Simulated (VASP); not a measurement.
Wanted: the native input for a VASP 6.6.1 run.

- Task: single point
- Functional: PBE
- Potentials or basis: VASP PAW PBE potentials, release 64 (Ti_sv, O)
- Cutoff: 520 eV
- k mesh: 8 × 8 × 8
- Occupations: fermi-dirac, width 0.02 eV
- Spin: no spin polarisation
- Dipole correction: no
- Further INCAR settings: ALGO = Normal; EDIFF = 1e-07; NBANDS = 33

The structure of TiO2 lies in POSCAR:

```
TiO2
1.0
   -1.8996052401      1.8996052401      4.8488450591
    1.8996052401     -1.8996052401      4.8488450591
    1.8996052401      1.8996052401     -4.8488450591
Ti O
2 4
Direct
    0.0000000000      0.0000000000      0.0000000000
    0.7500000000      0.2500000000      0.5000000000
    0.9564829889      0.4564829889      0.5000000000
    0.2064829889      0.2064829889      0.0000000000
    0.5435170111      0.0435170111      0.5000000000
    0.7935170111      0.7935170111      0.0000000000
```

One way to write it, as run:

INCAR

```
  ALGO = Normal
  EDIFF = 1E-7
  ENCUT = 520
  GGA = PE
  ISIF = 2
  ISMEAR = -1
  LASPH = True
  LCHARG = True
  LELF = True
  LREAL = False
  LVHAR = True
  LWAVE = False
  NBANDS = 33
  NELM = 60
  PREC = Accurate
  SIGMA = 0.02
```

KPOINTS

```
k-points
0
Gamma
  8 8 8
```

Potentials or basis: VASP PAW PBE potentials, release 64 (Ti_sv, O).

Command:

```console
$ cat potpaw_PBE.64/Ti_sv/POTCAR potpaw_PBE.64/O/POTCAR > POTCAR
$ mpirun -np 1 vasp_std > vasp.out
```

Results of the run:

| Quantity | Value |
| --- | --- |
| Pressure | 0.7 GPa |
| Largest force | 0.019 eV/Å |
| Band gap on the k mesh | 2.14 eV (least direct gap 2.41 eV) |

Wall time 6.3 min on 1 thread of Intel(R) Xeon(R) Platinum 8375C CPU @ 2.90GHz (Ice Lake) (shared host), peak memory 0.31 GiB.
